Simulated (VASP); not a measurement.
NiO, 2 atoms in the cell. Symmetry: Fm-3m, No. 225, cubic system. Conventional cell: a = 4.216 Å, b = 4.216 Å, c = 4.216 Å, α = 90.00°, β = 90.00°, γ = 90.00°. Within 2.8 Å of Ni (site symmetry m-3m) lie 6 O at 2.11 Å. Within 2.8 Å of O (site symmetry m-3m) lie 6 Ni at 2.11 Å. 

* Program: VASP 6.6.1
* Task: single point
* Functional: PBE
* Potentials or basis: VASP PAW PBE potentials, release 64 (Ni, O)
* Cutoff: 520 eV
* k mesh: 18 × 18 × 18
* Occupations: gaussian, width 0.1 eV
* Spin: collinear spin, ferromagnetic start
* Starting moments: [1.61, 0.33] μB
* Dipole correction: no
* Further INCAR settings: ALGO = Normal; EDIFF = 1e-06; NBANDS = 19

Potentials or basis: VASP PAW PBE potentials, release 64 (Ni, O).

Command:

```bash
$ cat potpaw_PBE.64/Ni/POTCAR potpaw_PBE.64/O/POTCAR > POTCAR
$ mpirun -np 1 vasp_std > vasp.out
```

Hardware: 1 thread of Intel(R) Xeon(R) 6975P-C (Granite Rapids), on a shared host.

Estimate the wall time of this run.

Wall time 47 s on 1 thread of Intel(R) Xeon(R) 6975P-C (Granite Rapids) (shared host), peak memory 0.23 GiB. Counts: scf iterations 15, k points 195.
